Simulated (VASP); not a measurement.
Write the native input for VASP 6.6.1 that does the following.

```yaml
Task: single point
Functional: PBE
Potentials_or_basis: VASP PAW PBE potentials, release 64 (Ag)
Cutoff: 520 eV
k_mesh: 24 × 24 × 24
Occupations: gaussian, width 0.15 eV
Spin: no spin polarisation
Dipole_correction: no
Further_INCAR_settings: ALGO = Fast; EDIFF = 1e-06; NBANDS = 12
```

The structure of Ag lies in POSCAR:

```
Ag
1.0
    0.0000000000      1.7625563442      2.0735956990
    1.7625563442      0.0000000000      2.0735956990
    1.7625563442      1.7625563442      0.0000000000
Ag
1
Direct
    0.0000000000      0.0000000000      0.0000000000
```

This cell differs from its parent crystal: strain -0.1500 x Voigt [1, 1, 0, 0, 0, 0].

One way to write it, as run:

INCAR

```
SYSTEM = Ag
ALGO     = Fast           ! electronic algorithm
EDIFF    = 1E-6           ! SCF threshold, eV
ENCUT    = 520            ! plane-wave cutoff, eV
GGA      = PE             ! functional
ISIF     = 2              ! what is computed and relaxed
ISMEAR   = 0              ! smearing method
LASPH    = .True.         ! aspherical terms in the spheres
LCHARG   = .False.        ! write CHGCAR
LREAL    = .False.        ! projectors in reciprocal space
LWAVE    = .False.        ! write WAVECAR
NBANDS   = 12             ! bands
NELM     = 100            ! most SCF steps
PREC     = Accurate       ! precision mode
SIGMA    = 0.15           ! smearing width, eV
```

KPOINTS

```
k-points
0
Gamma
  24 24 24
  0 0 0
```

Potentials or basis: VASP PAW PBE potentials, release 64 (Ag).

Command:

```bash
$ cat potpaw_PBE.64/Ag/POTCAR > POTCAR
$ mpirun -np 1 vasp_std > vasp.out
```

Results of the run:

```
Pressure : 77.5 GPa
```

Caveat: the cell differs from its parent crystal (strain -0.1500 x Voigt [1, 1, 0, 0, 0, 0]).

Wall time 79 s on 1 thread of Intel(R) Xeon(R) Platinum 8488C (Sapphire Rapids) (shared host), peak memory 0.27 GiB.
